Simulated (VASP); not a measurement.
# SiNi3 (Pm-3m) in VASP: notebook

The runs below take SiNi3 through density of states, electric field gradients, with PBE.

Program: VASP 6.6.1. These are calculated values, not measurements. Logs are shortened: lines on timing, memory, paths and dates and some standing lists are left out, and cuts for length are marked.

## (1) The cell of the first run

Symmetry: Pm-3m, No. 221, cubic system. The conventional cell has a = 3.551 Å, b = 3.551 Å, c = 3.551 Å, α = 90.00°, β = 90.00°, γ = 90.00°. Si (site symmetry m-3m) has 12 Ni at 2.51 Å within 3.3 Å. Within 3.3 Å of Ni (site symmetry 4/mmm) lie 4 Si at 2.51 Å and 8 Ni at 2.51 Å.

## (2) Density of states, PBE, collinear spin, ferromagnetic start

Input file POSCAR:

```
SiNi3
1.0
    3.5511000000      0.0000000000      0.0000000000
    0.0000000000      3.5511000000      0.0000000000
    0.0000000000      0.0000000000      3.5511000000
Si Ni
1 3
Direct
    0.0000000000      0.0000000000      0.0000000000
    0.0000000000      0.5000000000      0.5000000000
    0.5000000000      0.0000000000      0.5000000000
    0.5000000000      0.5000000000      0.0000000000
```

Input file INCAR.step1:

```
SYSTEM = SiNi3
PREC = Accurate
ENCUT = 520
EDIFF = 1E-6
ISMEAR = -1
SIGMA = 0.05
LREAL = .False.
LASPH = .True.
NELM = 150
ALGO = Normal
ISIF = 2
LWAVE = .False.
LCHARG = .True.
ISPIN = 2
MAGMOM = 0 1.5 1.5 1.5
LMAXMIX = 4
GGA = PE
NBANDS = 29
```

Input file KPOINTS.step1:

```
regular mesh
0
Gamma
  12 12 12
  0 0 0
```

Input file INCAR.step2:

```
SYSTEM = SiNi3
PREC = Accurate
ENCUT = 520
EDIFF = 1E-6
ISMEAR = -5
SIGMA = 0.05
LREAL = .False.
LASPH = .True.
NELM = 150
ALGO = Normal
ISIF = 2
LWAVE = .False.
LCHARG = .False.
ISPIN = 2
MAGMOM = 0 1.5 1.5 1.5
LORBIT = 10
LMAXMIX = 4
GGA = PE
NEDOS = 1001
ICHARG = 11
```

Input file KPOINTS.step2:

```
regular mesh
0
Gamma
  18 18 18
  0 0 0
```

Potentials or basis: VASP PAW PBE potentials, release 64 (Si, Ni).

On the command line:

```bash
$ cat potpaw_PBE.64/Si/POTCAR potpaw_PBE.64/Ni/POTCAR > POTCAR
$ cp INCAR.step1 INCAR
$ cp KPOINTS.step1 KPOINTS
$ mpirun -np 1 vasp_std > vasp.out
$ cp INCAR.step2 INCAR
$ cp KPOINTS.step2 KPOINTS
$ mpirun -np 1 vasp_std > vasp.out
```

OUTCAR:

```text
SYSTEM = SiNi3
   PREC = Accurate
   ENCUT = 520
   EDIFF = 1E-6
   ISMEAR = -5
   LREAL = .False.
   LASPH = .True.
   NELM = 150
   ISIF = 2
   ISPIN = 2
   LORBIT = 10
   GGA = PE
   ICHARG = 11

 ion  position               nearest neighbor table
   1  0.000  0.000  0.000-   2 2.51   3 2.51   4 2.51   2 2.51   3 2.51   2 2.51   4 2.51   2 2.51
                             3 2.51   4 2.51   3 2.51   4 2.51
   2  0.000  0.500  0.500-   1 2.51   3 2.51   4 2.51   1 2.51   4 2.51   1 2.51   3 2.51   1 2.51
                             3 2.51   4 2.51   4 2.51   3 2.51
   3  0.500  0.000  0.500-   1 2.51   2 2.51   4 2.51   1 2.51   4 2.51   2 2.51   4 2.51   4 2.51
                             1 2.51   2 2.51   1 2.51   2 2.51
   4  0.500  0.500  0.000-   1 2.51   2 2.51   3 2.51   2 2.51   3 2.51   1 2.51   3 2.51   3 2.51
                             1 2.51   2 2.51   2 2.51   1 2.51

  LATTYP: Found a simple cubic cell.
 ALAT       =     3.5511000000

  Lattice vectors:

 A1 = (   3.5511000000,   0.0000000000,   0.0000000000)
 A2 = (   0.0000000000,   3.5511000000,   0.0000000000)
 A3 = (   0.0000000000,   0.0000000000,   3.5511000000)

Analysis of symmetry for initial positions (statically):
=====================================================================
 Subroutine PRICEL returns:
 Original cell was already a primitive cell.

 Routine SETGRP: Setting up the symmetry group for a
 simple cubic supercell.

 Subroutine GETGRP returns: Found 48 space group operations
 (whereof 48 operations were pure point group operations)
 out of a pool of 48 trial point group operations.

The static configuration has the point symmetry O_h .

Analysis of symmetry for dynamics (positions and initial velocities):
=====================================================================
 Subroutine PRICEL returns:
 Original cell was already a primitive cell.

 Routine SETGRP: Setting up the symmetry group for a
 simple cubic supercell.

 Subroutine GETGRP returns: Found 48 space group operations
 (whereof 48 operations were pure point group operations)
 out of a pool of 48 trial point group operations.

The dynamic configuration has the point symmetry O_h .

Analysis of structural, dynamic, and magnetic symmetry:
=====================================================================
 Subroutine PRICEL returns:
 Original cell was already a primitive cell.

 Routine SETGRP: Setting up the symmetry group for a
 simple cubic supercell.

 Subroutine GETGRP returns: Found 48 space group operations
 (whereof 48 operations were pure point group operations)
 out of a pool of 48 trial point group operations.

The overall configuration has the point symmetry O_h .

 Subroutine INISYM returns: Found 48 space group operations
 (whereof 48 operations are pure point group operations),
 and found     1 'primitive' translations

----------------------------------------------------------------------------------------

                                     Primitive cell

  volume of cell :      44.7805

  direct lattice vectors                    reciprocal lattice vectors
     3.551100000  0.000000000  0.000000000     0.281602884  0.000000000  0.000000000
     0.000000000  3.551100000  0.000000000     0.000000000  0.281602884  0.000000000
     0.000000000  0.000000000  3.551100000     0.000000000  0.000000000  0.281602884

  length of vectors
     3.551100000  3.551100000  3.551100000     0.281602884  0.281602884  0.281602884

  position of ions in fractional coordinates (direct lattice)
     0.000000000  0.000000000  0.000000000
     0.000000000  0.500000000  0.500000000
     0.500000000  0.000000000  0.500000000
     0.500000000  0.500000000  0.000000000

  ion indices of the primitive-cell ions
   primitive index   ion index
                 1           1
                 2           2
                 3           3
                 4           4

----------------------------------------------------------------------------------------

 KPOINTS: regular mesh

Automatic generation of k-mesh.
 Grid dimensions read from file:
 generate k-points for:   18   18   18

 Generating k-lattice:

  Cartesian coordinates                     Fractional coordinates (reciprocal lattice)
     0.015644605  0.000000000  0.000000000     0.055555556  0.000000000  0.000000000
     0.000000000  0.015644605  0.000000000     0.000000000  0.055555556  0.000000000
     0.000000000  0.000000000  0.015644605     0.000000000  0.000000000  0.055555556

  Length of vectors
     0.015644605  0.015644605  0.015644605

  Shift w.r.t. Gamma in fractional coordinates (k-lattice)
     0.000000000  0.000000000  0.000000000

 TETIRR: Found   2900 inequivalent tetrahedra from    34992

 Subroutine IBZKPT returns following result:
 ===========================================

 Found    220 irreducible k-points:

 Following reciprocal coordinates:
            Coordinates               Weight
  0.000000  0.000000  0.000000      1.000000
  0.055556  0.000000  0.000000      6.000000
  0.111111  0.000000  0.000000      6.000000
  0.166667  0.000000  0.000000      6.000000
  0.222222  0.000000  0.000000      6.000000
  0.277778  0.000000  0.000000      6.000000
[... 16 lines left out ...]
  0.277778  0.111111  0.000000     24.000000
  0.333333  0.111111  0.000000     24.000000
 [... further k-points ...]
   k-points           NKPTS =    220   k-points in BZ     NKDIM =    220   number of bands    NBANDS=     23
   number of dos      NEDOS =   1001   number of ions     NIONS =      4
   total plane-waves  NPLWV =  21952
   dimension x,y,z NGX =    28 NGY =   28 NGZ =   28
   dimension x,y,z NGXF=    56 NGYF=   56 NGZF=   56
   ions per type =               1   3
   NGX,Y,Z   is equivalent  to a cutoff of  13.11, 13.11, 13.11 a.u.
   NGXF,Y,Z  is equivalent  to a cutoff of  26.22, 26.22, 26.22 a.u.
 SYSTEM =  SiNi3
   PREC   = accura    normal or accurate (medium, high low for compatibility)
   ISTART =      0    job   : 0-new  1-cont  2-samecut
   ICHARG =     11    charge: 1-file 2-atom 10-const
   ISPIN  =      2    spin polarized calculation?
   LNONCOLLINEAR =      F non collinear calculations
   LSORBIT =      F    spin-orbit coupling
   LASPH  =      T    aspherical Exc in radial PAW
   ENCUT  =  520.0 eV  38.22 Ry    6.18 a.u.   6.60  6.60  6.60*2*pi/ulx,y,z
   NELM   =    150;   NELMIN=  2; NELMDL=  0     # of ELM steps
   EDIFF  = 0.1E-05   stopping-criterion for ELM
   LREAL  =      F    real-space projection
   EDIFFG = 0.1E-04   stopping-criterion for IOM
   NSW    =      0    number of steps for IOM
   IBRION =     -1    ionic relax: 0-MD 1-quasi-New 2-CG
   NFREE  =      0    steps in history (QN), initial steepest desc. (CG)
   ISIF   =      2    stress and relaxation
   ISYM   =      2    0-nonsym 1-usesym 2-fastsym
   POTIM  = 0.5000    time-step for ionic-motion
   TEBEG  =    0.0;   TEEND  =   0.0 temperature during run
   PSTRESS=    0.0 pullay stress
   NELECT =      34.0000    total number of electrons
   NUPDOWN=      -1.0000    fix difference up-down
   EMIN   =  10.00;   EMAX   =-10.00  energy-range for DOS
   EFERMI =   0.00;   METHOD = LEGACY
   ISMEAR =    -5;   SIGMA  =   0.05  broadening in eV -4-tet -1-fermi 0-gaus
   EFERMI_NEDOS =   21; number of points for ismear=-14 and -15
   IALGO  =     38    algorithm
   IMIX   =      4    mixing-type and parameters
     AMIX     =   0.40;   BMIX     =  1.00
     AMIX_MAG =   1.60;   BMIX_MAG =  1.00
  volume/ion in A,a.u.               =      11.20        75.55
  Fermi-wavevector in a.u.,A,eV,Ry     =   1.493499  2.822304 30.348324  2.230539
  Thomas-Fermi vector in A             =   2.605892
   LORBIT       =     10    0 simple, 1 ext, 2 COOP (PROOUT), +10 PAW based schemes
   GGA     = PE    functional components
   LHFCALC =     F    Hartree Fock is set to
   AEXX    =    0.0000 exact exchange contribution
   IVDW    =     0    specifies the selected vdW correction
   LEPSILON=     F    determine dielectric tensor
   LRPA    =     F    only Hartree local field effects (RPA)
 spin polarized calculation
 Fermi weights with tetrahedron method with Bloechl corrections
  energy-cutoff  :      520.00
  volume of cell :       44.78
 maximum number of plane-waves:      1228
 NGX is ok and might be reduce to    28

 number of electron      33.9999997 magnetization       0.0005840

 Free energy of the ion-electron system (eV)
  ---------------------------------------------------
  ext. energy  EPLUGINS =         0.00000000
  ---------------------------------------------------
  free energy    TOTEN  =       -23.64039174 eV

  energy without entropy =      -23.64039174  energy(sigma->0) =      -23.64039174

 E-fermi :  10.0749     XC(G=0): -12.8889

 val. band max:       10.0750178841   @ k =   0.1111   0.0556   0.0556
 cond. band min:      10.0728323035   @ k =   0.5000   0.5000   0.3333
 fundamental gap:     -0.0021855806
 Fermi energy:        10.0749149569

 spin component 1

 k-point     1 :       0.0000    0.0000    0.0000
  band No.  band energies     occupation
      1      -1.5347      1.00000
      2       5.4603      1.00000
      3       6.2671      1.00000
      4       6.2671      1.00000
      5       6.7587      1.00000
      6       6.7587      1.00000
[... 15 lines left out ...]
     22      16.2430      0.00000
     23      20.3755      0.00000

 k-point     2 :       0.0556    0.0000    0.0000
  band No.  band energies     occupation
      1      -1.4997      1.00000
      2       5.4683      1.00000
      3       6.2141      1.00000
      4       6.2917      1.00000
      5       6.7552      1.00000
      6       6.7552      1.00000
[... 15 lines left out ...]
     22      16.3523      0.00000
     23      20.2679      0.00000
[... 544 lines left out ...]
     22      16.8122      0.00000
     23      17.8742      0.00000

 k-point    24 :       0.3333    0.1111    0.0000
  band No.  band energies     occupation
      1      -0.2323      1.00000
      2       3.9136      1.00000
      3       6.1313      1.00000
      4       6.4569      1.00000
      5       6.5622      1.00000
      6       7.0482      1.00000
[... 15 lines left out ...]
     22      16.8464      0.00000
     23      17.0938      0.00000

 [... further k-points ...]

 spin component 2

 k-point     1 :       0.0000    0.0000    0.0000
  band No.  band energies     occupation
      1      -1.5347      1.00000
      2       5.4603      1.00000
      3       6.2672      1.00000
      4       6.2672      1.00000
      5       6.7590      1.00000
      6       6.7590      1.00000
[... 15 lines left out ...]
     22      16.2431      0.00000
     23      20.3754      0.00000

 k-point     2 :       0.0556    0.0000    0.0000
  band No.  band energies     occupation
      1      -1.4997      1.00000
      2       5.4684      1.00000
      3       6.2142      1.00000
      4       6.2919      1.00000
      5       6.7554      1.00000
      6       6.7554      1.00000
[... 15 lines left out ...]
     22      16.3524      0.00000
     23      20.2681      0.00000
[... 544 lines left out ...]
     22      16.8123      0.00000
     23      17.8742      0.00000

 k-point    24 :       0.3333    0.1111    0.0000
  band No.  band energies     occupation
      1      -0.2324      1.00000
      2       3.9136      1.00000
      3       6.1314      1.00000
      4       6.4569      1.00000
      5       6.5623      1.00000
      6       7.0484      1.00000
[... 15 lines left out ...]
     22      16.8464      0.00000
     23      17.0938      0.00000

 [... further k-points ...]

------------------------ aborting loop because EDIFF is reached ----------------------------------------

  FORCE on cell =-STRESS in cart. coord.  units (eV):
  Direction    XX          YY          ZZ          XY          YZ          ZX
  --------------------------------------------------------------------------------------
  -------------------------------------------------------------------------------------
  Total       -1.8467515     -1.8467515     -1.8467515      0.0000000     -0.0000000      0.0000000
  in kB      -66.0739589    -66.0739589    -66.0739589      0.0000000     -0.0000000      0.0000000
  external PRESSURE =     -66.0739589 kB  Pullay stress =       0.0000000 kB

 VOLUME and BASIS-vectors are now :
 -----------------------------------------------------------------------------
  energy-cutoff  :      520.00
  volume of cell :       44.78
      direct lattice vectors                 reciprocal lattice vectors
     3.551100000  0.000000000  0.000000000     0.281602884  0.000000000  0.000000000
     0.000000000  3.551100000  0.000000000     0.000000000  0.281602884  0.000000000
     0.000000000  0.000000000  3.551100000     0.000000000  0.000000000  0.281602884

 POSITION                                       TOTAL-FORCE (eV/Angst)
 -----------------------------------------------------------------------------------
      0.00000      0.00000      0.00000         0.000000      0.000000      0.000000
      0.00000      1.77555      1.77555         0.000000      0.000000      0.000000
      1.77555      0.00000      1.77555         0.000000      0.000000      0.000000
      1.77555      1.77555      0.00000         0.000000      0.000000      0.000000
 -----------------------------------------------------------------------------------
    total drift:                                0.000000      0.000000      0.000000

  FREE ENERGIE OF THE ION-ELECTRON SYSTEM (eV)
  ---------------------------------------------------
  free  energy   TOTEN  =       -23.6403917380 eV

  energy  without entropy=      -23.6403917380  energy(sigma->0) =      -23.64039174

 total charge

# of ion       s       p       d       tot
------------------------------------------
    1        0.730   0.799   0.000   1.529
    2        0.468   0.531   8.392   9.390
    3        0.468   0.531   8.392   9.390
    4        0.468   0.531   8.392   9.390
--------------------------------------------------
tot          2.133   2.391  25.176  29.700

 magnetization (x)

# of ion       s       p       d       tot
------------------------------------------
    1       -0.000  -0.000   0.000  -0.000
    2       -0.000  -0.000   0.000   0.000
    3       -0.000  -0.000   0.000   0.000
    4       -0.000  -0.000   0.000   0.000
--------------------------------------------------
tot         -0.000  -0.000   0.001   0.001
```

Wall time 6.9 min (1 thread of Intel Xeon Platinum 8375C at 2.90GHz (Ice Lake), shared host); peak memory 0.41 GiB.

What came out:

| Quantity | Value |
| --- | --- |
| Net moment | 0.00 μB per cell |
| Valence electrons inside the program's atomic spheres | Si 1.53; Ni 9.39 |

Levels at points of the mesh, in eV from the Fermi level:
Spin up:
```
           k point  band 13  band 14  band 15  band 16  band 17  band 18  band 19  band 20  band 21  band 22
(0.00, 0.00, 0.00)    -0.82    -0.57    -0.57    -0.27     0.04     0.04     0.04     4.49     6.17     6.17
(0.50, 0.00, 0.00)    -1.22    -1.20    -1.06    -0.51     0.04     3.47     3.47     4.93     5.20     5.20
(0.50, 0.50, 0.00)    -1.34    -1.32    -1.03    -0.94    -0.88     0.63     0.63     5.37     6.16     7.55
(0.50, 0.50, 0.50)    -1.34    -1.15    -1.15    -0.30    -0.18    -0.18    -0.18     1.06     3.88     3.88
```
Spin down:
| k point | band 15 | band 16 | band 17 | band 18 | band 19 | band 20 |
| --- | --- | --- | --- | --- | --- | --- |
| (0.00, 0.00, 0.00) | -0.57 | -0.27 | 0.04 | 0.04 | 0.04 | 4.49 |
| (0.50, 0.00, 0.00) | -1.06 | -0.51 | 0.04 | 3.47 | 3.47 | 4.93 |
| (0.50, 0.50, 0.00) | -1.03 | -0.94 | -0.88 | 0.63 | 0.63 | 5.37 |
| (0.50, 0.50, 0.50) | -1.15 | -0.30 | -0.18 | -0.18 | -0.18 | 1.06 |

Caveat: the starting moments collapsed, and a magnetic state may lie lower; tetrahedron occupations give inexact forces and stress in metals.

(Part 1 of 2 ends here.)
